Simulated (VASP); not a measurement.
A run of VASP 6.6.1:

Contents of INCAR:

```
PREC = Accurate ; ENCUT = 520
EDIFF = 1E-7 ; ISMEAR = -1
SIGMA = 0.05 ; LREAL = F
LASPH = T ; NELM = 80
ALGO = Normal ; ISIF = 2
LWAVE = F ; LCHARG = T
GGA = PS ; LELF = T
LVHAR = T ; NBANDS = 16
```

Contents of KPOINTS:

```
Automatic mesh
0
Gamma
  14 14 14
```

The input POSCAR:

```
SnAs
1.0
    0.0000000000      2.8096838452      2.8096838452
    2.8096838452      0.0000000000      2.8096838452
    2.8096838452      2.8096838452      0.0000000000
Sn As
1 1
Direct
    0.0000000000      0.0000000000      0.0000000000
    0.5000000000      0.5000000000      0.5000000000
```

Potentials or basis: VASP PAW PBE potentials, release 64 (Sn_d, As).

Command:

```console
$ cat potpaw_PBE.64/Sn_d/POTCAR potpaw_PBE.64/As/POTCAR > POTCAR
$ mpirun -np 1 vasp_std > vasp.out
```

Hardware: 1 thread of Intel(R) Xeon(R) Platinum 8259CL CPU @ 2.50GHz (Skylake/Cascade Lake), with other jobs on the host.

**Question.** Estimate the wall time of this run.

**Answer.** Wall time 67 s on 1 thread of Intel(R) Xeon(R) Platinum 8259CL CPU @ 2.50GHz (Skylake/Cascade Lake), on a shared host, peak memory 0.22 GiB. Counts: scf iterations 12, k points 104.
